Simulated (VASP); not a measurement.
# Ta2Ti (Pnnm) in VASP: single point with PBE

Aim: the single point of Ta2Ti with PBE.

All numbers are computed with VASP 6.6.1; they aren't measurements. Logs are shortened: lines on timing, memory, paths and dates and some standing lists are left out, and cuts for length are marked.

**1. The cell of the first run**

The structure is orthorhombic, space group Pnnm (No. 58). The conventional cell has a = 4.547 Å, b = 5.550 Å, c = 3.465 Å, α = 90.00°, β = 90.00°, γ = 90.00°. Ti (site symmetry 2/m) has 6 Ta at 2.29 to 2.30 Å within 3.0 Å. Ta (site symmetry m) has 1 Ta at 2.27 Å and 3 Ti at 2.29 to 2.30 Å within 3.0 Å.

**2. Single point, PBE**

INCAR

```
SYSTEM = Ta2Ti
PREC = Accurate
ENCUT = 520
EDIFF = 1E-6
ISMEAR = 0
SIGMA = 0.1
LREAL = .FALSE.
LASPH = .TRUE.
NELM = 60
ALGO = Fast
ISIF = 2
LWAVE = .FALSE.
LCHARG = .TRUE.
GGA = PE
LELF = .TRUE.
LVHAR = .TRUE.
NBANDS = 43
```

KPOINTS

```
Automatic mesh
0
G
  4 4 6
  0 0 0
```

POSCAR

```
Ta2Ti
1.0
    4.5472253477      0.0000000000      0.0000000000
    0.0000000000      5.5498534449      0.0000000000
    0.0000000000      0.0000000000      3.4645916207
Ti Ta
2 4
Direct
    0.0000000000      0.0000000000      0.0000000000
    0.5000000000      0.5000000000      0.5000000000
    0.2004000000      0.3787000000      0.0000000000
    0.7996000000      0.6213000000      0.0000000000
    0.7004000000      0.1213000000      0.5000000000
    0.2996000000      0.8787000000      0.5000000000
```

Potentials or basis: VASP PAW PBE potentials, release 64 (Ti_sv, Ta_pv).

Command:

```console
$ cat potpaw_PBE.64/Ti_sv/POTCAR potpaw_PBE.64/Ta_pv/POTCAR > POTCAR
$ mpirun -np 1 vasp_std > vasp.out
```

OUTCAR:

```text
SYSTEM = Ta2Ti
   PREC = Accurate
   ENCUT = 520
   EDIFF = 1E-6
   ISMEAR = 0
   LREAL = .FALSE.
   LASPH = .TRUE.
   NELM = 60
   ISIF = 2
   GGA = PE

 ion  position               nearest neighbor table
   1  0.000  0.000  0.000-   3 2.29   4 2.29   5 2.30   6 2.30   5 2.30   6 2.30
   2  0.500  0.500  0.500-   5 2.29   6 2.29   3 2.30   4 2.30   3 2.30   4 2.30
   3  0.200  0.379  0.000-   4 2.27   1 2.29   2 2.30   2 2.30   4 3.04   5 3.20   5 3.20   5 3.20
                             5 3.20   6 3.30   6 3.30   6 3.30   6 3.30
   4  0.800  0.621  0.000-   3 2.27   1 2.29   2 2.30   2 2.30   3 3.04   6 3.20   6 3.20   6 3.20
                             6 3.20   5 3.30   5 3.30   5 3.30   5 3.30
   5  0.700  0.121  0.500-   6 2.27   2 2.29   1 2.30   1 2.30   6 3.04   3 3.20   3 3.20   3 3.20
                             3 3.20   4 3.30   4 3.30   4 3.30   4 3.30
   6  0.300  0.879  0.500-   5 2.27   2 2.29   1 2.30   1 2.30   5 3.04   4 3.20   4 3.20   4 3.20
                             4 3.20   3 3.30   3 3.30   3 3.30   3 3.30

  LATTYP: Found a simple orthorhombic cell.
 ALAT       =     3.4645916207
 B/A-ratio  =     1.3124852351
 C/A-ratio  =     1.6018781007

  Lattice vectors:

 A1 = (   0.0000000000,   0.0000000000,   3.4645916207)
 A2 = (   4.5472253477,   0.0000000000,   0.0000000000)
 A3 = (   0.0000000000,   5.5498534449,   0.0000000000)

Analysis of symmetry for initial positions (statically):
=====================================================================
 Subroutine PRICEL returns:
 Original cell was already a primitive cell.

 Routine SETGRP: Setting up the symmetry group for a
 simple orthorhombic supercell.

 Subroutine GETGRP returns: Found  8 space group operations
 (whereof  4 operations were pure point group operations)
 out of a pool of  8 trial point group operations.

The static configuration has the point symmetry C_2h.
 The point group associated with its full space group is D_2h.

Analysis of symmetry for dynamics (positions and initial velocities):
=====================================================================
 Subroutine PRICEL returns:
 Original cell was already a primitive cell.

 Routine SETGRP: Setting up the symmetry group for a
 simple orthorhombic supercell.

 Subroutine GETGRP returns: Found  8 space group operations
 (whereof  4 operations were pure point group operations)
 out of a pool of  8 trial point group operations.

The dynamic configuration has the point symmetry C_2h.
 The point group associated with its full space group is D_2h.

 Subroutine INISYM returns: Found  8 space group operations
 (whereof  4 operations are pure point group operations),
 and found     1 'primitive' translations

----------------------------------------------------------------------------------------

                                     Primitive cell

  volume of cell :      87.4339

  direct lattice vectors                    reciprocal lattice vectors
     4.547225348  0.000000000  0.000000000     0.219914327  0.000000000  0.000000000
     0.000000000  5.549853445  0.000000000     0.000000000  0.180184938  0.000000000
     0.000000000  0.000000000  3.464591621     0.000000000  0.000000000  0.288634307

  length of vectors
     4.547225348  5.549853445  3.464591621     0.219914327  0.180184938  0.288634307

  position of ions in fractional coordinates (direct lattice)
     0.000000000  0.000000000  0.000000000
     0.500000000  0.500000000  0.500000000
     0.200400000  0.378700000  0.000000000
     0.799600000  0.621300000  0.000000000
     0.700400000  0.121300000  0.500000000
     0.299600000  0.878700000  0.500000000

  ion indices of the primitive-cell ions
   primitive index   ion index
                 1           1
                 2           2
                 3           3
                 4           4
                 5           5
                 6           6

----------------------------------------------------------------------------------------

 KPOINTS: Automatic mesh

Automatic generation of k-mesh.
 Grid dimensions read from file:
 generate k-points for:    4    4    6

 Generating k-lattice:

  Cartesian coordinates                     Fractional coordinates (reciprocal lattice)
     0.054978582  0.000000000  0.000000000     0.250000000  0.000000000  0.000000000
     0.000000000  0.045046235  0.000000000     0.000000000  0.250000000  0.000000000
     0.000000000  0.000000000  0.048105718     0.000000000  0.000000000  0.166666667

  Length of vectors
     0.054978582  0.045046235  0.048105718

  Shift w.r.t. Gamma in fractional coordinates (k-lattice)
     0.000000000  0.000000000  0.000000000

 Subroutine IBZKPT returns following result:
 ===========================================

 Found     36 irreducible k-points:

 Following reciprocal coordinates:
            Coordinates               Weight
  0.000000  0.000000  0.000000      1.000000
  0.250000  0.000000  0.000000      2.000000
  0.500000  0.000000  0.000000      1.000000
  0.000000  0.250000  0.000000      2.000000
  0.250000  0.250000  0.000000      4.000000
  0.500000  0.250000  0.000000      2.000000
[... 16 lines left out ...]
  0.250000  0.250000  0.333333      8.000000
  0.500000  0.250000  0.333333      4.000000
 [... further k-points ...]
   k-points           NKPTS =     36   k-points in BZ     NKDIM =     36   number of bands    NBANDS=     43
   number of dos      NEDOS =    301   number of ions     NIONS =      6
   total plane-waves  NPLWV =  42336
   dimension x,y,z NGX =    36 NGY =   42 NGZ =   28
   dimension x,y,z NGXF=    72 NGYF=   84 NGZF=   56
   ions per type =               2   4
   NGX,Y,Z   is equivalent  to a cutoff of  13.16, 12.58, 13.44 a.u.
   NGXF,Y,Z  is equivalent  to a cutoff of  26.32, 25.16, 26.87 a.u.
 SYSTEM =  Ta2Ti
   PREC   = accura    normal or accurate (medium, high low for compatibility)
   ISTART =      0    job   : 0-new  1-cont  2-samecut
   ICHARG =      2    charge: 1-file 2-atom 10-const
   ISPIN  =      1    spin polarized calculation?
   LNONCOLLINEAR =      F non collinear calculations
   LSORBIT =      F    spin-orbit coupling
   LASPH  =      T    aspherical Exc in radial PAW
   ENCUT  =  520.0 eV  38.22 Ry    6.18 a.u.   8.45 10.32  6.44*2*pi/ulx,y,z
   NELM   =     60;   NELMIN=  2; NELMDL= -5     # of ELM steps
   EDIFF  = 0.1E-05   stopping-criterion for ELM
   LREAL  =      F    real-space projection
   EDIFFG = 0.1E-04   stopping-criterion for IOM
   NSW    =      0    number of steps for IOM
   IBRION =     -1    ionic relax: 0-MD 1-quasi-New 2-CG
   NFREE  =      0    steps in history (QN), initial steepest desc. (CG)
   ISIF   =      2    stress and relaxation
   ISYM   =      2    0-nonsym 1-usesym 2-fastsym
   POTIM  = 0.5000    time-step for ionic-motion
   TEBEG  =    0.0;   TEEND  =   0.0 temperature during run
   PSTRESS=    0.0 pullay stress
   NELECT =      68.0000    total number of electrons
   NUPDOWN=      -1.0000    fix difference up-down
   EMIN   =  10.00;   EMAX   =-10.00  energy-range for DOS
   EFERMI =   0.00;   METHOD = LEGACY
   ISMEAR =     0;   SIGMA  =   0.10  broadening in eV -4-tet -1-fermi 0-gaus
   EFERMI_NEDOS =   21; number of points for ismear=-14 and -15
   IALGO  =     68    algorithm
   IMIX   =      4    mixing-type and parameters
     AMIX     =   0.40;   BMIX     =  1.00
     AMIX_MAG =   1.60;   BMIX_MAG =  1.00
  volume/ion in A,a.u.               =      14.57        98.34
  Fermi-wavevector in a.u.,A,eV,Ry     =   1.505513  2.845007 30.838541  2.266569
  Thomas-Fermi vector in A             =   2.616352
   LORBIT       =      0    0 simple, 1 ext, 2 COOP (PROOUT), +10 PAW based schemes
   GGA     = PE    functional components
   LHFCALC =     F    Hartree Fock is set to
   AEXX    =    0.0000 exact exchange contribution
   IVDW    =     0    specifies the selected vdW correction
   LEPSILON=     F    determine dielectric tensor
   LRPA    =     F    only Hartree local field effects (RPA)
 non-spin polarized calculation
 RMM-DIIS sequential band-by-band and
 Gauss-broadening in eV      SIGMA  =   0.10
  energy-cutoff  :      520.00
  volume of cell :       87.43
 maximum number of plane-waves:      2380
 NGX is ok and might be reduce to    36
   NGX = 17   NGY = 21   NGZ = 13

 number of electron      67.9999995 magnetization

 Free energy of the ion-electron system (eV)
  ---------------------------------------------------
  ext. energy  EPLUGINS =         0.00000000
  ---------------------------------------------------
  free energy    TOTEN  =       -45.36055029 eV

  energy without entropy =      -45.33473804  energy(sigma->0) =      -45.34764416

 E-fermi :   8.3224     XC(G=0): -13.1091

 val. band max:        8.2903672749   @ k =   0.0000   0.5000   0.0000
 cond. band min:       8.3256240701   @ k =   0.0000   0.2500   0.1667
 fundamental gap:      0.0352567952
 Fermi energy:         8.3224139040

 k-point     1 :       0.0000    0.0000    0.0000
  band No.  band energies     occupation
      1     -47.0175      2.00000
      2     -46.9833      2.00000
      3     -27.0672      2.00000
      4     -26.8072      2.00000
      5     -26.5281      2.00000
      6     -26.3493      2.00000
[... 35 lines left out ...]
     42      10.3242      0.00000
     43      11.7578      0.00000

 k-point     2 :       0.2500    0.0000    0.0000
  band No.  band energies     occupation
      1     -47.0124      2.00000
      2     -46.9882      2.00000
      3     -27.0671      2.00000
      4     -26.9286      2.00000
      5     -26.4002      2.00000
      6     -26.2613      2.00000
[... 35 lines left out ...]
     42      10.9302      0.00000
     43      11.7672      0.00000

 k-point     3 :       0.5000    0.0000    0.0000
  band No.  band energies     occupation
      1     -47.0002      2.00000
      2     -47.0002      2.00000
      3     -27.0396      2.00000
      4     -27.0396      2.00000
      5     -26.2744      2.00000
      6     -26.2744      2.00000
[... 919 lines left out ...]
      6     -26.3332      2.00000
[... 35 lines left out ...]
     42      11.5137      0.00000
     43      11.8391      0.00000

 k-point    24 :       0.5000    0.2500    0.3333
  band No.  band energies     occupation
      1     -47.0037      2.00000
      2     -47.0037      2.00000
      3     -26.9758      2.00000
      4     -26.9758      2.00000
      5     -26.5464      2.00000
      6     -26.5464      2.00000
[... 35 lines left out ...]
     42      10.8998      0.00000
     43      12.0828      0.00000

 [... further k-points ...]

------------------------ aborting loop because EDIFF is reached ----------------------------------------

  FORCE on cell =-STRESS in cart. coord.  units (eV):
  Direction    XX          YY          ZZ          XY          YZ          ZX
  --------------------------------------------------------------------------------------
  -------------------------------------------------------------------------------------
  Total       53.7016393     40.1796556     33.1050353      0.0000000      0.0000000      0.0000000
  in kB      984.0520779    736.2693972    606.6309939      0.0000000      0.0000000      0.0000000
  external PRESSURE =     775.6508230 kB  Pullay stress =       0.0000000 kB

 VOLUME and BASIS-vectors are now :
 -----------------------------------------------------------------------------
  energy-cutoff  :      520.00
  volume of cell :       87.43
      direct lattice vectors                 reciprocal lattice vectors
     4.547225348  0.000000000  0.000000000     0.219914327  0.000000000  0.000000000
     0.000000000  5.549853445  0.000000000     0.000000000  0.180184938  0.000000000
     0.000000000  0.000000000  3.464591621     0.000000000  0.000000000  0.288634307

 POSITION                                       TOTAL-FORCE (eV/Angst)
 -----------------------------------------------------------------------------------
      0.00000      0.00000      0.00000        -0.000000      0.000000      0.000000
      2.27361      2.77493      1.73230        -0.000000      0.000000      0.000000
      0.91126      2.10173      0.00000         2.777169     -3.347197      0.000000
      3.63596      3.44812      0.00000        -2.777169      3.347197      0.000000
      3.18488      0.67320      1.73230         2.777169      3.347197      0.000000
      1.36235      4.87666      1.73230        -2.777169     -3.347197      0.000000
 -----------------------------------------------------------------------------------
    total drift:                                0.000000      0.000000      0.000000

  FREE ENERGIE OF THE ION-ELECTRON SYSTEM (eV)
  ---------------------------------------------------
  free  energy   TOTEN  =       -45.3605502903 eV

  energy  without entropy=      -45.3347380371  energy(sigma->0) =      -45.34764416
```

Run time: 3.2 min. Hardware: 1 thread of Intel Xeon Platinum 8488C (Sapphire Rapids), shared host; peak memory 0.26 GiB.

Results:

```
Free energy            : -45.3606 eV
Pressure               : 77.6 GPa
Largest force          : 4.349 eV/Å
Band gap on the k mesh : zero (band 34 reaches 8.79 eV, above the bottom of band 35 at 7.73 eV)
```

Forces in eV/Å, atoms in the order of the input:
```
Ti   0.000  0.000  0.000
Ti   0.000  0.000  0.000
Ta   2.777 -3.347  0.000
Ta  -2.777  3.347  0.000
Ta   2.777  3.347  0.000
Ta  -2.777 -3.347  0.000
```

Levels at points of the mesh, in eV from the Fermi level:
| k point | band 31 | band 32 | band 33 | band 34 | band 35 | band 36 | band 37 | band 38 |
| --- | --- | --- | --- | --- | --- | --- | --- | --- |
| (0.00, 0.00, 0.00) | -1.08 | -0.22 | -0.08 | 0.15 | 0.28 | 0.90 | 0.96 | 1.03 |
| (0.50, 0.00, 0.00) | -1.25 | -1.25 | -1.23 | -1.23 | -0.59 | -0.59 | 1.87 | 1.88 |
| (0.00, 0.50, 0.00) | -1.05 | -1.05 | -0.03 | -0.03 | 0.11 | 0.11 | 0.57 | 0.57 |
| (0.50, 0.50, 0.00) | -0.96 | -0.96 | -0.62 | -0.62 | 0.10 | 0.10 | 0.24 | 0.24 |
| (0.00, 0.00, 0.50) | -0.63 | -0.63 | -0.21 | -0.21 | 1.22 | 1.22 | 1.65 | 1.65 |
| (0.50, 0.00, 0.50) | -0.97 | -0.97 | -0.30 | -0.30 | 0.35 | 0.35 | 0.90 | 0.90 |
| (0.00, 0.50, 0.50) | -0.41 | -0.41 | 0.02 | 0.02 | 1.24 | 1.24 | 1.24 | 1.24 |
| (0.50, 0.50, 0.50) | -0.46 | -0.46 | 0.47 | 0.47 | 0.77 | 0.77 | 1.32 | 1.32 |

Caveat: spin-orbit coupling is left out, which moves the levels of the heavy elements; forces of over 1 eV/Å act on the atoms, so gaps and moduli don't describe the material at rest.
